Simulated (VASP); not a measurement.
Set up this calculation in VASP 6.6.1, as the native input.

```
Task                   : relaxation of cell and atoms
Functional             : PBE
Potentials or basis    : VASP PAW PBE potentials, release 64 (Re, S)
Cutoff                 : 600 eV
k mesh                 : 14 × 14 × 14
Occupations            : gaussian, width 0.1 eV
Spin                   : no spin polarisation
Dipole correction      : no
Further INCAR settings : ALGO = Normal; EDIFF = 1e-06; IBRION = 2; EDIFFG = -0.01; NSW = 100; ISIF = 3
```

The structure of ReS lies in POSCAR:

```
ReS
1.0
    0.0000000000      2.6191970069      2.6191970069
    2.6191970069      0.0000000000      2.6191970069
    2.6191970069      2.6191970069      0.0000000000
Re S
1 1
Direct
    0.0000000000      0.0000000000      0.0000000000
    0.2500000000      0.2500000000      0.2500000000
```

One way to write it, as run:

INCAR

```
PREC     = Accurate       # precision mode
ENCUT    = 600            # plane-wave cutoff, eV
EDIFF    = 1E-6           # SCF threshold, eV
ISMEAR   = 0              # smearing method
SIGMA    = 0.1            # smearing width, eV
LREAL    = F              # projectors in reciprocal space
LASPH    = T              # aspherical terms in the spheres
NELM     = 80             # most SCF steps
ALGO     = Normal         # electronic algorithm
ISIF     = 3              # what is computed and relaxed
LWAVE    = F              # write WAVECAR
LCHARG   = F              # write CHGCAR
GGA      = PE             # functional
IBRION   = 2              # ionic algorithm
NSW      = 100            # ionic steps
EDIFFG   = -0.01          # ionic threshold
```

KPOINTS

```
Automatic mesh
0
Gamma
  14 14 14
```

Potentials or basis: VASP PAW PBE potentials, release 64 (Re, S).

The run is started by

```console
$ cat potpaw_PBE.64/Re/POTCAR potpaw_PBE.64/S/POTCAR > POTCAR
$ mpirun -np 1 vasp_std > vasp.out
```

It gave:

* Relaxed volume: 18.09 Å³/atom
* Relaxed cell: a = 3.712 Å, b = 3.712 Å, c = 3.712 Å, α = 60.00°, β = 60.00°, γ = 60.00°
* Space group after relaxing (to 0.05 Å): F-43m (No. 216)
* Energy gained by relaxing: 0.4 meV/atom
* Ionic steps: 3
* Pressure after relaxing: 0.0 GPa

Run time: 120 s on 1 thread of Intel(R) Xeon(R) Platinum 8488C (Sapphire Rapids), with other jobs on the host, peak memory 0.21 GiB.
